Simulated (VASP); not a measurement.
**Al: single point with PBE**

Al:

```
Al
1.0
     1.96019    1.96019    0.00000
    -1.96019    1.96019    0.00000
     0.00000    0.00000    4.11437
Al
2
Direct
  0.00000 0.00000 0.00000
  0.50000 0.50000 0.50000
```

This cell differs from its parent crystal: biaxial strain in the a-b plane: -3.0 %.

- Program: VASP 6.6.1
- Task: single point
- Functional: PBE
- Potentials or basis: VASP PAW PBE potentials, release 64 (Al)
- Cutoff: 520 eV
- k mesh: 18 × 18 × 14
- Occupations: gaussian, width 0.1 eV
- Spin: no spin polarisation
- Dipole correction: no
- Further INCAR settings: ALGO = Normal; EDIFF = 1e-07; NBANDS = 10

```
Pressure               : 3.7 GPa
Band gap on the k mesh : zero (band 3 reaches 15.73 eV, above the bottom of band 4 at 4.03 eV)
```

Stress tensor (GPa, compression positive):
```
4.75 0.00 0.00
0.00 4.75 0.00
0.00 0.00 1.74
```

Levels at points of the mesh, in eV from the Fermi level:
```
           k point  band 1  band 2  band 3  band 4  band 5  band 6
(0.00, 0.00, 0.00)  -11.44   -3.49   -2.28    5.65    6.41    6.41
(0.50, 0.00, 0.00)   -6.71   -6.71    0.93    0.93    2.35    2.35
(0.50, 0.50, 0.00)   -2.79   -2.79   -1.28   -1.28    5.10    5.10
(0.00, 0.00, 0.50)   -9.27   -9.27    7.27    7.27    7.77    7.77
(0.50, 0.00, 0.50)   -4.77   -4.77   -4.44   -4.44   11.03   11.03
(0.50, 0.50, 0.50)   -0.80   -0.80   -0.80   -0.80    0.28    0.28
```

Run time: 36 s on 1 thread of Intel(R) Xeon(R) Platinum 8488C (Sapphire Rapids), with other jobs on the host, peak memory 0.23 GiB.

Caveat: the cell differs from its parent crystal (biaxial strain in the a-b plane: -3.0 %).
